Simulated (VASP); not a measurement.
# Al3BSb2 (P4mm) in VASP: single point with PBE

Aim: the single point of Al3BSb2 with PBE.

Everything below comes from runs of VASP 6.6.1. Logs are shortened: lines on timing, memory, paths and dates and some standing lists are left out, and cuts for length are marked.

## (1) The cell of the first run

It takes space group P4mm (No. 99, tetragonal). Conventional cell: a = 3.206 Å, b = 3.206 Å, c = 11.234 Å, α = 90.00°, β = 90.00°, γ = 90.00°. Al (site symmetry 4mm) has 8 Al at 2.82 to 3.21 Å and 5 Sb at 3.00 to 3.72 Å within 3.8 Å. Al (site symmetry 4mm) has 4 B at 2.31 Å and 1 Sb at 2.83 Å within 3.0 Å. Al (site symmetry 4mm) has 8 Al at 2.82 to 3.21 Å and 5 Sb at 3.05 to 3.64 Å within 3.7 Å. Within 3.0 Å of B (site symmetry 4mm) lie 1 Sb at 2.30 Å and 4 Al at 2.31 Å. Within 3.8 Å of Sb (site symmetry 4mm) lie 6 Al at 2.83 to 3.72 Å and 4 Sb at 3.21 Å. Sb (site symmetry 4mm) has 1 B at 2.30 Å and 4 Al at 3.00 Å within 3.0 Å.

The cell was built from a structure type or drawn by symmetry, and may not be a known phase.

## (2) Single point, PBE

File INCAR:

```
SYSTEM = Al3BSb2
ALGO = Normal
EDIFF = 1E-6
ENCUT = 500
GGA = PE
GGA_COMPAT = .False.
ISIF = 2
ISMEAR = 0
LASPH = .True.
LCHARG = .False.
LREAL = .False.
LWAVE = .False.
NBANDS = 20
NELM = 120
PREC = Accurate
SIGMA = 0.2
```

File KPOINTS:

```
k-points
0
Gamma
  5 5 2
  0 0 0
```

File POSCAR:

```
Al3BSb2
1.0
    3.2062465225      0.0000000000      0.0000000000
    0.0000000000      3.2062465225      0.0000000000
    0.0000000000      0.0000000000     11.2336998599
Al B Sb
3 1 2
Direct
    0.0000000000      0.0000000000      0.6652257164
    0.0000000000      0.0000000000      0.2479586054
    0.5000000000      0.5000000000      0.8142983948
    0.5000000000      0.5000000000      0.2856687787
    0.0000000000      0.0000000000     -0.0035596599
    0.5000000000      0.5000000000      0.4904081746
```

Potentials or basis: VASP PAW PBE potentials, release 64 (Al, B, Sb).

Launch:

```bash
> cat potpaw_PBE.64/Al/POTCAR potpaw_PBE.64/B/POTCAR potpaw_PBE.64/Sb/POTCAR > POTCAR
> mpirun -np 1 vasp_std > vasp.out
```

OUTCAR:

```text
SYSTEM = Al3BSb2
   EDIFF = 1E-6
   ENCUT = 500
   GGA = PE
   ISIF = 2
   ISMEAR = 0
   LASPH = .True.
   LREAL = .False.
   NELM = 120
   PREC = Accurate

 ion  position               nearest neighbor table
   1  0.000  0.000  0.665-   3 2.82   3 2.82   3 2.82   3 2.82   6 3.00   6 3.00   6 3.00   6 3.00

   2  0.000  0.000  0.248-   4 2.31   4 2.31   4 2.31   4 2.31   5 2.83   6 3.54   6 3.54   6 3.54
                             6 3.54
   3  0.500  0.500  0.814-   1 2.82   1 2.82   1 2.82   1 2.82   5 3.05   5 3.05   5 3.05   5 3.05

   4  0.500  0.500  0.286-   6 2.30   2 2.31   2 2.31   2 2.31   2 2.31
   5  0.000  0.000  0.996-   2 2.83   3 3.05   3 3.05   3 3.05   3 3.05
   6  0.500  0.500  0.490-   4 2.30   1 3.00   1 3.00   1 3.00   1 3.00   2 3.54   2 3.54   2 3.54
                             2 3.54

  LATTYP: Found a simple tetragonal cell.
 ALAT       =     3.2062465225
 C/A-ratio  =     3.5036918656

  Lattice vectors:

 A1 = (   3.2062465225,   0.0000000000,   0.0000000000)
 A2 = (   0.0000000000,   3.2062465225,   0.0000000000)
 A3 = (   0.0000000000,   0.0000000000,  11.2336998599)

Analysis of symmetry for initial positions (statically):
=====================================================================
 Subroutine PRICEL returns:
 Original cell was already a primitive cell.

 Routine SETGRP: Setting up the symmetry group for a
 simple tetragonal supercell.

 Subroutine GETGRP returns: Found  8 space group operations
 (whereof  8 operations were pure point group operations)
 out of a pool of 16 trial point group operations.

The static configuration has the point symmetry C_4v.

Analysis of symmetry for dynamics (positions and initial velocities):
=====================================================================
 Subroutine PRICEL returns:
 Original cell was already a primitive cell.

 Routine SETGRP: Setting up the symmetry group for a
 simple tetragonal supercell.

 Subroutine GETGRP returns: Found  8 space group operations
 (whereof  8 operations were pure point group operations)
 out of a pool of 16 trial point group operations.

The dynamic configuration has the point symmetry C_4v.

 Subroutine INISYM returns: Found  8 space group operations
 (whereof  8 operations are pure point group operations),
 and found     1 'primitive' translations

----------------------------------------------------------------------------------------

                                     Primitive cell

  volume of cell :     115.4826

  direct lattice vectors                    reciprocal lattice vectors
     3.206246522  0.000000000  0.000000000     0.311891176  0.000000000  0.000000000
     0.000000000  3.206246522  0.000000000     0.000000000  0.311891176  0.000000000
     0.000000000  0.000000000 11.233699860     0.000000000  0.000000000  0.089017867

  length of vectors
     3.206246522  3.206246522 11.233699860     0.311891176  0.311891176  0.089017867

  position of ions in fractional coordinates (direct lattice)
     0.000000000  0.000000000  0.665225716
     0.000000000  0.000000000  0.247958605
     0.500000000  0.500000000  0.814298395
     0.500000000  0.500000000  0.285668779
     0.000000000  0.000000000  0.996440340
     0.500000000  0.500000000  0.490408175

  ion indices of the primitive-cell ions
   primitive index   ion index
                 1           1
                 2           2
                 3           3
                 4           4
                 5           5
                 6           6

----------------------------------------------------------------------------------------

 KPOINTS: k-points

Automatic generation of k-mesh.
 Grid dimensions read from file:
 generate k-points for:    5    5    2

 Generating k-lattice:

  Cartesian coordinates                     Fractional coordinates (reciprocal lattice)
     0.062378235  0.000000000  0.000000000     0.200000000  0.000000000  0.000000000
     0.000000000  0.062378235  0.000000000     0.000000000  0.200000000  0.000000000
     0.000000000  0.000000000  0.044508933     0.000000000  0.000000000  0.500000000

  Length of vectors
     0.062378235  0.062378235  0.044508933

  Shift w.r.t. Gamma in fractional coordinates (k-lattice)
     0.000000000  0.000000000  0.000000000

 Subroutine IBZKPT returns following result:
 ===========================================

 Found     12 irreducible k-points:

 Following reciprocal coordinates:
            Coordinates               Weight
  0.000000  0.000000  0.000000      1.000000
  0.200000  0.000000  0.000000      4.000000
  0.400000  0.000000  0.000000      4.000000
  0.200000  0.200000  0.000000      4.000000
  0.400000  0.200000  0.000000      8.000000
  0.400000  0.400000  0.000000      4.000000
  0.000000  0.000000  0.500000      1.000000
  0.200000  0.000000  0.500000      4.000000
  0.400000  0.000000  0.500000      4.000000
  0.200000  0.200000  0.500000      4.000000
  0.400000  0.200000  0.500000      8.000000
  0.400000  0.400000  0.500000      4.000000
   k-points           NKPTS =     12   k-points in BZ     NKDIM =     12   number of bands    NBANDS=     20
   number of dos      NEDOS =    301   number of ions     NIONS =      6
   total plane-waves  NPLWV =  48384
   dimension x,y,z NGX =    24 NGY =   24 NGZ =   84
   dimension x,y,z NGXF=    48 NGYF=   48 NGZF=  168
   ions per type =               3   1   2
   NGX,Y,Z   is equivalent  to a cutoff of  12.44, 12.44, 12.43 a.u.
   NGXF,Y,Z  is equivalent  to a cutoff of  24.89, 24.89, 24.86 a.u.
 SYSTEM =  Al3BSb2
   PREC   = accura    normal or accurate (medium, high low for compatibility)
   ISTART =      0    job   : 0-new  1-cont  2-samecut
   ICHARG =      2    charge: 1-file 2-atom 10-const
   ISPIN  =      1    spin polarized calculation?
   LNONCOLLINEAR =      F non collinear calculations
   LSORBIT =      F    spin-orbit coupling
   LASPH  =      T    aspherical Exc in radial PAW
   ENCUT  =  500.0 eV  36.75 Ry    6.06 a.u.   5.85  5.85 20.48*2*pi/ulx,y,z
   NELM   =    120;   NELMIN=  2; NELMDL= -5     # of ELM steps
   EDIFF  = 0.1E-05   stopping-criterion for ELM
   LREAL  =      F    real-space projection
   EDIFFG = 0.1E-04   stopping-criterion for IOM
   NSW    =      0    number of steps for IOM
   IBRION =     -1    ionic relax: 0-MD 1-quasi-New 2-CG
   NFREE  =      0    steps in history (QN), initial steepest desc. (CG)
   ISIF   =      2    stress and relaxation
   ISYM   =      2    0-nonsym 1-usesym 2-fastsym
   POTIM  = 0.5000    time-step for ionic-motion
   TEBEG  =    0.0;   TEEND  =   0.0 temperature during run
   PSTRESS=    0.0 pullay stress
   NELECT =      22.0000    total number of electrons
   NUPDOWN=      -1.0000    fix difference up-down
   EMIN   =  10.00;   EMAX   =-10.00  energy-range for DOS
   EFERMI =   0.00;   METHOD = LEGACY
   ISMEAR =     0;   SIGMA  =   0.20  broadening in eV -4-tet -1-fermi 0-gaus
   EFERMI_NEDOS =   21; number of points for ismear=-14 and -15
   IALGO  =     38    algorithm
   IMIX   =      4    mixing-type and parameters
     AMIX     =   0.40;   BMIX     =  1.00
     AMIX_MAG =   1.60;   BMIX_MAG =  1.00
  volume/ion in A,a.u.               =      19.25       129.89
  Fermi-wavevector in a.u.,A,eV,Ry     =   0.941984  1.780092 12.072909  0.887334
  Thomas-Fermi vector in A             =   2.069549
   LORBIT       =      0    0 simple, 1 ext, 2 COOP (PROOUT), +10 PAW based schemes
   GGA     = PE    functional components
   LHFCALC =     F    Hartree Fock is set to
   AEXX    =    0.0000 exact exchange contribution
   IVDW    =     0    specifies the selected vdW correction
   LEPSILON=     F    determine dielectric tensor
   LRPA    =     F    only Hartree local field effects (RPA)
 non-spin polarized calculation
 Gauss-broadening in eV      SIGMA  =   0.20
  energy-cutoff  :      500.00
  volume of cell :      115.48
 maximum number of plane-waves:      2950
 NGX is ok and might be reduce to    24
   NGX = 11   NGY = 11   NGZ = 41

 number of electron      22.0000000 magnetization

 Free energy of the ion-electron system (eV)
  ---------------------------------------------------
  ext. energy  EPLUGINS =         0.00000000
  ---------------------------------------------------
  free energy    TOTEN  =       -24.12625857 eV

  energy without entropy =      -24.08185209  energy(sigma->0) =      -24.10405533

 E-fermi :   7.5104     XC(G=0): -10.1103

 val. band max:        7.4806614814   @ k =   0.4000   0.4000   0.0000
 cond. band min:       7.5495618199   @ k =   0.4000   0.4000   0.5000
 fundamental gap:      0.0689003385
 Fermi energy:         7.5104283214

 k-point     1 :       0.0000    0.0000    0.0000
  band No.  band energies     occupation
      1      -4.9658      2.00000
      2      -4.3106      2.00000
      3      -2.3769      2.00000
      4      -0.0989      2.00000
      5       1.4293      2.00000
      6       5.5935      2.00000
[... 12 lines left out ...]
     19      12.8811      0.00000
     20      13.1049      0.00000

 k-point     2 :       0.2000    0.0000    0.0000
  band No.  band energies     occupation
      1      -4.4249      2.00000
      2      -3.7656      2.00000
      3      -1.8358      2.00000
      4       0.4111      2.00000
      5       1.9182      2.00000
      6       4.9857      2.00000
[... 12 lines left out ...]
     19      13.8057      0.00000
     20      14.0022      0.00000
[... 189 lines left out ...]
      3       0.4800      2.00000
      4       1.2806      2.00000
      5       2.2006      2.00000
      6       2.8004      2.00000
[... 12 lines left out ...]
     19      12.4718      0.00000
     20      12.6695      0.00000

 k-point    12 :       0.4000    0.4000    0.5000
  band No.  band energies     occupation
      1      -1.0991      2.00000
      2      -0.4194      2.00000
      3       1.8857      2.00000
      4       2.6590      2.00000
      5       3.2640      2.00000
      6       3.6773      2.00000
[... 12 lines left out ...]
     19      10.1859      0.00000
     20      11.0304      0.00000

------------------------ aborting loop because EDIFF is reached ----------------------------------------

  FORCE on cell =-STRESS in cart. coord.  units (eV):
  Direction    XX          YY          ZZ          XY          YZ          ZX
  --------------------------------------------------------------------------------------
  -------------------------------------------------------------------------------------
  Total        0.2816741      0.2816741      0.5570274      0.0000000      0.0000000      0.0000000
  in kB        3.9078771      3.9078771      7.7280599      0.0000000      0.0000000      0.0000000
  external PRESSURE =       5.1812713 kB  Pullay stress =       0.0000000 kB

 VOLUME and BASIS-vectors are now :
 -----------------------------------------------------------------------------
  energy-cutoff  :      500.00
  volume of cell :      115.48
      direct lattice vectors                 reciprocal lattice vectors
     3.206246522  0.000000000  0.000000000     0.311891176  0.000000000  0.000000000
     0.000000000  3.206246522  0.000000000     0.000000000  0.311891176  0.000000000
     0.000000000  0.000000000 11.233699860     0.000000000  0.000000000  0.089017867

 POSITION                                       TOTAL-FORCE (eV/Angst)
 -----------------------------------------------------------------------------------
      0.00000      0.00000      7.47295         0.000000      0.000000      0.038102
      0.00000      0.00000      2.78549         0.000000      0.000000      0.023336
      1.60312      1.60312      9.14758         0.000000      0.000000      0.026571
      1.60312      1.60312      3.20912         0.000000     -0.000000     -0.006449
      0.00000      0.00000     11.19371         0.000000      0.000000     -0.052359
      1.60312      1.60312      5.50910         0.000000     -0.000000     -0.029201
 -----------------------------------------------------------------------------------
    total drift:                               -0.000000      0.000000     -0.000376

  FREE ENERGIE OF THE ION-ELECTRON SYSTEM (eV)
  ---------------------------------------------------
  free  energy   TOTEN  =       -24.1262585657 eV

  energy  without entropy=      -24.0818520907  energy(sigma->0) =      -24.10405533
```

Wall time 39 s (1 thread of Intel Xeon 8259CL, shared host); peak memory 0.21 GiB.

What came out:

| Item | Value |
| --- | --- |
| Free energy | -24.1263 eV |
| Pressure | 0.5 GPa |
| Largest force | 0.052 eV/Å |
| Band gap on the k mesh | zero (bands 11 and 12 overlap by 3.20 eV) |

Forces on the atoms (eV/Å):
```
Al   0.000  0.000  0.038
Al   0.000  0.000  0.023
Al   0.000  0.000  0.027
B    0.000  0.000 -0.006
Sb   0.000  0.000 -0.052
Sb   0.000  0.000 -0.029
```

Levels at points of the mesh, in eV from the Fermi level:
| k point | band 6 | band 7 | band 8 | band 9 | band 10 | band 11 | band 12 | band 13 | band 14 | band 15 |
| --- | --- | --- | --- | --- | --- | --- | --- | --- | --- | --- |
| (0.00, 0.00, 0.00) | -1.92 | -0.37 | 0.46 | 0.46 | 2.33 | 2.33 | 2.62 | 2.62 | 4.09 | 4.20 |
| (0.00, 0.00, 0.50) | -4.09 | 0.47 | 0.47 | 1.99 | 2.12 | 2.12 | 2.78 | 2.93 | 2.93 | 4.14 |

Caveat: the k points lie up to 0.39 Å⁻¹ apart, too coarse for converged energies and pressures of a metal; spin-orbit coupling is left out, which moves the levels of the heavy elements.
